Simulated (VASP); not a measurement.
# Fe (P6_3/mmc) in VASP: relaxation of cell and atoms with LDA

Aim: the relaxation of cell and atoms of Fe with LDA.

Everything below comes from runs of VASP 6.6.1. Logs are shortened: lines on timing, memory, paths and dates and some standing lists are left out, and cuts for length are marked.

**1. The cell of the first run**

The structure is hexagonal, space group P6_3/mmc (No. 194). The conventional cell has a = 2.170 Å, b = 2.170 Å, c = 3.451 Å, α = 90.00°, β = 90.00°, γ = 120.00°. Fe (site symmetry -6m2) has 12 Fe at 2.13 to 2.17 Å within 2.8 Å.

This isn't the form of Fe at room conditions, which is bcc.

**2. Relaxation of cell and atoms, LDA, collinear spin, ferromagnetic start, target pressure 210 GPa, at which the enthalpy is minimised**

INCAR

```
SYSTEM = Fe
  ALGO = Normal
  EDIFF = 1E-6
  EDIFFG = -0.005
  ENCUT = 600
  IBRION = 2
  ISIF = 3
  ISMEAR = -1
  ISPIN = 2
  LASPH = .True.
  LCHARG = .False.
  LMAXMIX = 4
  LORBIT = 11
  LREAL = .False.
  LWAVE = .False.
  MAGMOM = 2.5 2.5
  NELM = 150
  NSW = 32
  PREC = Accurate
  PSTRESS = 2100.0
  SIGMA = 0.05
```

KPOINTS

```
k-points
0
Gamma
  20 20 11
  0 0 0
```

POSCAR

```
Fe
1.0
    2.1700430796      0.0000000000      0.0000000000
   -1.0850215398      1.8793124342      0.0000000000
    0.0000000000      0.0000000000      3.4509004286
Fe
2
Direct
    0.3333333333      0.6666666667      0.2500000000
    0.6666666667      0.3333333333      0.7500000000
```

Potentials or basis: VASP PAW LDA potentials, release 64 (Fe).

On the command line:

```bash
cat potpaw_LDA.64/Fe/POTCAR > POTCAR
mpirun -np 1 vasp_std > vasp.out
```

OUTCAR:

```text
SYSTEM = Fe
   EDIFF = 1E-6
   EDIFFG = -0.005
   ENCUT = 600
   IBRION = 2
   ISIF = 3
   ISMEAR = -1
   ISPIN = 2
   LASPH = .True.
   LORBIT = 11
   LREAL = .False.
   NELM = 150
   NSW = 32
   PREC = Accurate
   PSTRESS = 2100.0

 ion  position               nearest neighbor table
   1  0.333  0.667  0.250-   2 2.13   2 2.13   2 2.13   2 2.13   2 2.13   2 2.13   2 3.04   2 3.04
                             2 3.04   2 3.04   2 3.04   2 3.04
   2  0.667  0.333  0.750-   1 2.13   1 2.13   1 2.13   1 2.13   1 2.13   1 2.13   1 3.04   1 3.04
                             1 3.04   1 3.04   1 3.04   1 3.04

  LATTYP: Found a hexagonal cell.
 ALAT       =     2.1700430796
 C/A-ratio  =     1.5902451251

  Lattice vectors:

 A1 = (   2.1700430796,   0.0000000000,   0.0000000000)
 A2 = (  -1.0850215398,   1.8793124342,   0.0000000000)
 A3 = (   0.0000000000,   0.0000000000,   3.4509004286)

Analysis of symmetry for initial positions (statically):
=====================================================================
 Subroutine PRICEL returns:
 Original cell was already a primitive cell.

 Routine SETGRP: Setting up the symmetry group for a
 hexagonal supercell.

 Subroutine GETGRP returns: Found 24 space group operations
 (whereof 12 operations were pure point group operations)
 out of a pool of 24 trial point group operations.

The static configuration has the point symmetry D_3d.
 The point group associated with its full space group is D_6h.

Analysis of symmetry for dynamics (positions and initial velocities):
=====================================================================
 Subroutine PRICEL returns:
 Original cell was already a primitive cell.

 Routine SETGRP: Setting up the symmetry group for a
 hexagonal supercell.

 Subroutine GETGRP returns: Found 24 space group operations
 (whereof 12 operations were pure point group operations)
 out of a pool of 24 trial point group operations.

The dynamic configuration has the point symmetry D_3d.
 The point group associated with its full space group is D_6h.

Analysis of structural, dynamic, and magnetic symmetry:
=====================================================================
 Subroutine PRICEL returns:
 Original cell was already a primitive cell.

 Routine SETGRP: Setting up the symmetry group for a
 hexagonal supercell.

 Subroutine GETGRP returns: Found 24 space group operations
 (whereof 12 operations were pure point group operations)
 out of a pool of 24 trial point group operations.

The overall configuration has the point symmetry D_3d.
 The point group associated with its full space group is D_6h.

 Subroutine INISYM returns: Found 24 space group operations
 (whereof 12 operations are pure point group operations),
 and found     1 'primitive' translations

----------------------------------------------------------------------------------------

                                     Primitive cell

  volume of cell :      14.0734

  direct lattice vectors                    reciprocal lattice vectors
     2.170043080  0.000000000  0.000000000     0.460820345  0.266054750  0.000000000
    -1.085021540  1.879312434  0.000000000     0.000000000  0.532109500  0.000000000
     0.000000000  0.000000000  3.450900429     0.000000000  0.000000000  0.289779442

  length of vectors
     2.170043080  2.170043080  3.450900429     0.532109500  0.532109500  0.289779442

  position of ions in fractional coordinates (direct lattice)
     0.333333333  0.666666667  0.250000000
     0.666666667  0.333333333  0.750000000

  ion indices of the primitive-cell ions
   primitive index   ion index
                 1           1
                 2           2

----------------------------------------------------------------------------------------

 KPOINTS: k-points

Automatic generation of k-mesh.
 Grid dimensions read from file:
 generate k-points for:   20   20   11

 Generating k-lattice:

  Cartesian coordinates                     Fractional coordinates (reciprocal lattice)
     0.023041017  0.013302738  0.000000000     0.050000000  0.000000000  0.000000000
     0.000000000  0.026605475  0.000000000     0.000000000  0.050000000  0.000000000
     0.000000000  0.000000000  0.026343586     0.000000000  0.000000000  0.090909091

  Length of vectors
     0.026605475  0.026605475  0.026343586

  Shift w.r.t. Gamma in fractional coordinates (k-lattice)
     0.000000000  0.000000000  0.000000000

 Subroutine IBZKPT returns following result:
 ===========================================

 Found    264 irreducible k-points:

 Following reciprocal coordinates:
            Coordinates               Weight
  0.000000  0.000000  0.000000      1.000000
  0.050000 -0.000000  0.000000      6.000000
  0.100000 -0.000000  0.000000      6.000000
  0.150000  0.000000  0.000000      6.000000
  0.200000 -0.000000  0.000000      6.000000
  0.250000  0.000000  0.000000      6.000000
[... 16 lines left out ...]
  0.200000  0.100000  0.000000     12.000000
  0.250000  0.100000  0.000000     12.000000
 [... further k-points ...]
   k-points           NKPTS =    264   k-points in BZ     NKDIM =    264   number of bands    NBANDS=     15
   number of dos      NEDOS =    301   number of ions     NIONS =      2
   total plane-waves  NPLWV =   9072
   dimension x,y,z NGX =    18 NGY =   18 NGZ =   28
   dimension x,y,z NGXF=    36 NGYF=   36 NGZF=   56
   ions per type =               2
   NGX,Y,Z   is equivalent  to a cutoff of  13.79, 13.79, 13.49 a.u.
   NGXF,Y,Z  is equivalent  to a cutoff of  27.58, 27.58, 26.98 a.u.
 SYSTEM =  Fe
   PREC   = accura    normal or accurate (medium, high low for compatibility)
   ISTART =      0    job   : 0-new  1-cont  2-samecut
   ICHARG =      2    charge: 1-file 2-atom 10-const
   ISPIN  =      2    spin polarized calculation?
   LNONCOLLINEAR =      F non collinear calculations
   LSORBIT =      F    spin-orbit coupling
   LASPH  =      T    aspherical Exc in radial PAW
   ENCUT  =  600.0 eV  44.10 Ry    6.64 a.u.   4.33  4.33  6.89*2*pi/ulx,y,z
   NELM   =    150;   NELMIN=  2; NELMDL= -5     # of ELM steps
   EDIFF  = 0.1E-05   stopping-criterion for ELM
   LREAL  =      F    real-space projection
   EDIFFG = -.5E-02   stopping-criterion for IOM
   NSW    =     32    number of steps for IOM
   IBRION =      2    ionic relax: 0-MD 1-quasi-New 2-CG
   NFREE  =      1    steps in history (QN), initial steepest desc. (CG)
   ISIF   =      3    stress and relaxation
   ISYM   =      2    0-nonsym 1-usesym 2-fastsym
   POTIM  = 0.5000    time-step for ionic-motion
   TEBEG  =    0.0;   TEEND  =   0.0 temperature during run
   PSTRESS= 2100.0 pullay stress
   NELECT =      16.0000    total number of electrons
   NUPDOWN=      -1.0000    fix difference up-down
   EMIN   =  10.00;   EMAX   =-10.00  energy-range for DOS
   EFERMI =   0.00;   METHOD = LEGACY
   ISMEAR =    -1;   SIGMA  =   0.05  broadening in eV -4-tet -1-fermi 0-gaus
   EFERMI_NEDOS =   21; number of points for ismear=-14 and -15
   IALGO  =     38    algorithm
   IMIX   =      4    mixing-type and parameters
     AMIX     =   0.40;   BMIX     =  1.00
     AMIX_MAG =   1.60;   BMIX_MAG =  1.00
  volume/ion in A,a.u.               =       7.04        47.49
  Fermi-wavevector in a.u.,A,eV,Ry     =   1.708631  3.228844 39.721111  2.919419
  Thomas-Fermi vector in A             =   2.787263
   LORBIT       =     11    0 simple, 1 ext, 2 COOP (PROOUT), +10 PAW based schemes
   GGA     = CA    functional components
   LHFCALC =     F    Hartree Fock is set to
   AEXX    =    0.0000 exact exchange contribution
   IVDW    =     0    specifies the selected vdW correction
   LEPSILON=     F    determine dielectric tensor
   LRPA    =     F    only Hartree local field effects (RPA)
 conjugate gradient relaxation of ions
 spin polarized calculation
  energy-cutoff  :      600.00
  volume of cell :       14.07
 maximum number of plane-waves:       494
 NGX is ok and might be reduce to    18
   NGX =  9   NGY =  9   NGZ = 13

--------------------------------------- Ionic step        1  -------------------------------------------

 number of electron      16.0000012 magnetization      -0.0000468

 number of electron      16.0000012 magnetization       0.0000618

 Free energy of the ion-electron system (eV)
  ---------------------------------------------------
  ext. energy  EPLUGINS =         0.00000000
  ---------------------------------------------------
  free energy    TOTEN  =       -16.33076033 eV

  energy without entropy =      -16.31815959  energy(sigma->0) =      -16.32445996

------------------------ aborting loop because EDIFF is reached ----------------------------------------

  FORCE on cell =-STRESS in cart. coord.  units (eV):
  Direction    XX          YY          ZZ          XY          YZ          ZX
  --------------------------------------------------------------------------------------
  -------------------------------------------------------------------------------------
  Total       18.5993875     18.5993875     18.5151789     -0.0000000      0.0000000      0.0000000
  in kB     2117.4319066   2117.4319065   2107.8452557     -0.0000000      0.0000000      0.0000000
  external PRESSURE =      14.2363562 kB  Pullay stress =    2100.0000000 kB
[... 185 lines left out ...]
 number of electron      16.0000013 magnetization      -0.0000213

 number of electron      16.0000013 magnetization       0.0000168

 Free energy of the ion-electron system (eV)
  ---------------------------------------------------
  ext. energy  EPLUGINS =         0.00000000
  ---------------------------------------------------
  free energy    TOTEN  =       -16.35320303 eV

  energy without entropy =      -16.34060003  energy(sigma->0) =      -16.34690153

 E-fermi :  11.9923     XC(G=0): -16.3322

 val. band max:       11.9873270131   @ k =   0.3000   0.3000   0.2727
 cond. band min:      12.0050199570   @ k =   0.2500   0.0500   0.2727
 fundamental gap:      0.0176929439
 Fermi energy:        11.9923382425

 spin component 1

 k-point     1 :       0.0000    0.0000    0.0000
  band No.  band energies     occupation
      1       1.0375      1.00000
      2       4.2691      1.00000
      3       9.0556      1.00000
      4       9.0556      1.00000
      5       9.2528      1.00000
      6       9.8814      1.00000
      7       9.8814      1.00000
      8      10.5409      1.00000
      9      10.5409      1.00000
     10      13.0432      0.00000
     11      13.1682      0.00000
     12      13.1682      0.00000
     13      25.3417      0.00000
     14      36.8535      0.00000
[... 403 lines left out ...]
      4       7.2673      1.00000
      5       8.8394      1.00000
      6       9.4386      1.00000
      7      10.0406      1.00000
      8      11.4710      0.99997
      9      12.1168      0.07662
     10      13.0677      0.00000
     11      13.6274      0.00000
     12      22.7161      0.00000
     13      24.9949      0.00000
     14      29.1615      0.00000
     15      32.9174      0.00000

 [... further k-points ...]

 spin component 2

 k-point     1 :       0.0000    0.0000    0.0000
  band No.  band energies     occupation
      1       1.0375      1.00000
      2       4.2691      1.00000
      3       9.0556      1.00000
      4       9.0556      1.00000
      5       9.2528      1.00000
      6       9.8814      1.00000
      7       9.8814      1.00000
      8      10.5409      1.00000
      9      10.5409      1.00000
     10      13.0432      0.00000
     11      13.1682      0.00000
     12      13.1682      0.00000
     13      25.3417      0.00000
     14      36.8535      0.00000
[... 448 lines left out ...]
  energy  without entropy=      -16.3406000327  energy(sigma->0) =      -16.34690153

  enthalpy is  TOTEN    =         2.1154045282 eV   P V=       18.4686075537

 reached required accuracy - stopping structural energy minimisation

 total charge

# of ion       s       p       d       tot
------------------------------------------
    1        0.764   1.099   6.950   8.813
    2        0.764   1.099   6.950   8.813
--------------------------------------------------
tot          1.528   2.198  13.900  17.627

 magnetization (x)

# of ion       s       p       d       tot
------------------------------------------
    1       -0.000  -0.000  -0.000  -0.000
    2       -0.000  -0.000  -0.000  -0.000
--------------------------------------------------
tot         -0.000  -0.000  -0.000  -0.000
```

Wall time 7.3 min (1 thread of AMD EPYC 7R43 (Zen 3), shared host); peak memory 0.17 GiB.

Results:

| Property | Result |
| --- | --- |
| Free energy | -16.3532 eV |
| Relaxed volume | 7.05 Å³/atom |
| Relaxed cell | a = 2.172 Å, b = 2.172 Å, c = 3.450 Å, α = 90.00°, β = 90.00°, γ = 120.00° |
| Space group after relaxing (to 0.1 Å) | P6_3/mmc (No. 194) |
| Energy change on relaxing (the run minimises the enthalpy) | -11.2 meV/atom |
| Ionic steps | 6 |
| Pressure after relaxing | 210.0 GPa |
| Band gap on the k mesh | zero (filled and empty bands overlap) |
| Net moment | 0.00 μB per cell |

The path:
```
step  energy change (eV)  largest force (eV/Å)  pressure (GPa)  volume (Å³)
   1              0.0000                0.0000          211.42        14.07
   2             -0.1644                0.0000          201.18        14.20
   3             -0.0244                0.0000          209.89        14.09
   4             -0.0239                0.0000          209.96        14.09
   5             -0.0208                0.0000          210.17        14.09
   6             -0.0224                0.0000          210.05        14.09
```

Final structure:
```
CELL_PARAMETERS angstrom
2.17150 0.00000 0.00000
-1.08575 1.88058 0.00000
0.00000 0.00000 3.45044
ATOMIC_POSITIONS crystal
Fe 0.33333 0.66667 0.25000
Fe 0.66667 0.33333 0.75000
```

Caveat: the cell is relaxed towards a set pressure, so the run minimises the enthalpy, not the energy.
